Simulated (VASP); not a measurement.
Write the native input for VASP 6.6.1 that does the following.

- Task: relaxation of cell and atoms
- Functional: LDA
- Potentials or basis: VASP PAW LDA potentials, release 64 (Cd)
- Cutoff: 600 eV
- k mesh: 7 × 7 × 3
- Occupations: fermi-dirac, width 0.05 eV
- Spin: no spin polarisation
- Dipole correction: no
- Further INCAR settings: ALGO = Normal; EDIFF = 1e-06; IBRION = 2; EDIFFG = -0.02; NSW = 80; ISIF = 3

The structure of Cd lies in POSCAR:

```
Cd
1.0
    2.9788700000      0.0000000000      0.0000000000
   -1.4894350000      2.5797770000      0.0000000000
    0.0000000000      0.0000000000      5.6176500000
Cd
2
Direct
    0.3333333333      0.6666666667      0.2500000000
    0.6666666667      0.3333333333      0.7500000000
```

One way to write it, as run:

INCAR

```
SYSTEM = Cd
PREC     = Accurate       ! precision mode
ENCUT    = 600            ! plane-wave cutoff, eV
EDIFF    = 1E-6           ! SCF threshold, eV
ISMEAR   = -1             ! smearing method
SIGMA    = 0.05           ! smearing width, eV
LREAL    = .FALSE.        ! projectors in reciprocal space
LASPH    = .TRUE.         ! aspherical terms in the spheres
NELM     = 80             ! most SCF steps
ALGO     = Normal         ! electronic algorithm
ISIF     = 3              ! what is computed and relaxed
LWAVE    = .FALSE.        ! write WAVECAR
LCHARG   = .FALSE.        ! write CHGCAR
GGA      = CA             ! functional
IBRION   = 2              ! ionic algorithm
NSW      = 80             ! ionic steps
EDIFFG   = -0.02          ! ionic threshold
```

KPOINTS

```
regular mesh
0
G
  7 7 3
  0 0 0
```

Potentials or basis: VASP PAW LDA potentials, release 64 (Cd).

Command:

```console
$ cat potpaw_LDA.64/Cd/POTCAR > POTCAR
$ mpirun -np 1 vasp_std > vasp.out
```

Results of the run:

- Relaxed volume: 20.27 Å³/atom
- Relaxed cell: a = 2.902 Å, b = 2.902 Å, c = 5.559 Å, α = 90.00°, β = 90.00°, γ = 120.00°
- Space group after relaxing (to 0.05 Å): P6_3/mmc (No. 194)
- Energy gained by relaxing: 20.6 meV/atom
- Ionic steps: 3
- Pressure after relaxing: 0.0 GPa
- Band gap on the k mesh: zero (band 12 reaches 4.67 eV, above the bottom of band 13 at 0.01 eV)

Caveat: the k points lie up to 0.38 Å⁻¹ apart in the final cell.

Run time: 13 s on 1 thread of Intel(R) Xeon(R) Platinum 8488C (Sapphire Rapids) (shared host), peak memory 0.15 GiB.
